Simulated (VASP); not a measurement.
Write the native input for VASP 6.6.1 that does the following.

```yaml
Task: single point
Functional: r2SCAN0
Potentials_or_basis: VASP PAW PBE potentials, release 64 (Se)
Cutoff: 520 eV
k_mesh: 4 × 4 × 3
Occupations: fermi-dirac, width 0.05 eV
Spin: no spin polarisation
Dipole_correction: no
Grid_for_exact_exchange_PRECFOCK: Normal
Further_INCAR_settings: ALGO = Normal; EDIFF = 1e-07; NBANDS = 16
Share_of_exact_exchange: 0.25
```

The system is Se.

```
Se
1.0
     4.36620    0.00000    0.00000
    -2.18310    3.78124    0.00000
     0.00000    0.00000    4.95360
Se
3
Direct
  0.77460 0.77460 0.00000
  0.00000 0.22540 0.66667
  0.22540 0.00000 0.33333
```

One way to write it, as run:

POSCAR

```
Se
1.0
    4.3662000000      0.0000000000      0.0000000000
   -2.1831000000      3.7812401180      0.0000000000
    0.0000000000      0.0000000000      4.9536000000
Se
3
Direct
    0.7746000000      0.7746000000      0.0000000000
    0.0000000000      0.2254000000      0.6666666667
    0.2254000000      0.0000000000      0.3333333333
```

INCAR.step1

```
  PREC = Accurate
  ENCUT = 520
  EDIFF = 1E-5
  ISMEAR = -1
  SIGMA = 0.05
  LREAL = F
  LASPH = T
  NELM = 60
  ALGO = Normal
  ISIF = 2
  LWAVE = T
  NBANDS = 16
  GGA = PE
```

INCAR.step2

```
  PREC = Accurate
  ENCUT = 520
  EDIFF = 1E-7
  ISMEAR = -1
  SIGMA = 0.05
  LREAL = F
  LASPH = T
  NELM = 60
  ALGO = Normal
  ISIF = 2
  LWAVE = F
  LCHARG = T
  METAGGA = R2SCAN
  LHFCALC = T
  AEXX = 0.25
  LMIXTAU = T
  PRECFOCK = Normal
  LELF = T
  LVHAR = T
  NBANDS = 16
  ISTART = 1
```

KPOINTS

```
Automatic mesh
0
Gamma
  4 4 3
```

Potentials or basis: VASP PAW PBE potentials, release 64 (Se).

Command:

```sh
$ cat potpaw_PBE.64/Se/POTCAR > POTCAR
$ cp INCAR.step1 INCAR
$ mpirun -np 1 vasp_std > vasp.out
$ cp INCAR.step2 INCAR
$ mpirun -np 1 vasp_std > vasp.out
```

It gave:

```json
{
  "Pressure": "-0.5 GPa",
  "Largest force": "0.433 eV/Å",
  "Band gap on the k mesh": "3.30 eV (least direct gap 3.68 eV)"
}
```

Caveat: the k points lie up to 0.42 Å⁻¹ apart; the PAW data sets were made with another functional, which shifts forces and pressure a little; an odd mesh through Γ misses points on the zone boundary, where band edges can lie.

It took 9.8 min on 1 thread of AMD EPYC 9R14 (Zen 4), with other jobs on the host, peak memory 0.18 GiB.
